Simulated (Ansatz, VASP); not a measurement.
Two plane-wave programs on HgTe

```
Hg Te
1.0
     0.00000    3.07712    3.07712
     3.07712    0.00000    3.07712
     3.07712    3.07712    0.00000
Hg Te
1 1
Direct
  0.95938 0.95938 0.04062
  0.50000 0.50000 0.50000
```

Change from the starting cell: all Hg atoms moved -0.250 Å, as atom 1 along Cartesian [0 0 1].

Alike in both runs: task single point; functional PBE; k mesh 14 × 14 × 14; occupations gaussian, width 0.15 eV; no spin polarisation.

```csv
,VASP,Ansatz
version,VASP 6.6.1,Ansatz 0.2.0
potentials or method,"VASP PAW PBE potentials, release 64 (Hg, Te), cutoff 520 eV","scalar-relativistic, plane waves, PAW"
valence electrons in the cell,18,36
```

VASP gave:

```
gap on the k mesh at the Fermi level (eV)                     : none
pressure (GPa)                                                : 0.9
traceless stress, the component that is largest in VASP (GPa) : 2.23
rms of the force components (eV/Å)                            : 0.302
```

Task: Estimate Ansatz's values.

Result: gap on the k mesh at the Fermi level (eV): none; pressure (GPa): 0.8; traceless stress, the component that is largest in VASP (GPa): 2.19; rms of the force components (eV/Å): 0.297.

Atom by atom the forces differ by 0.005 eV/Å (rms over components). A gap of «none» marks a metal or a gap that the smearing closes. VASP's potentials hold 18 valence electrons a cell and Ansatz's 36, so a difference there can come from the potentials and not from the codes.

Neither program's run includes spin-orbit coupling.
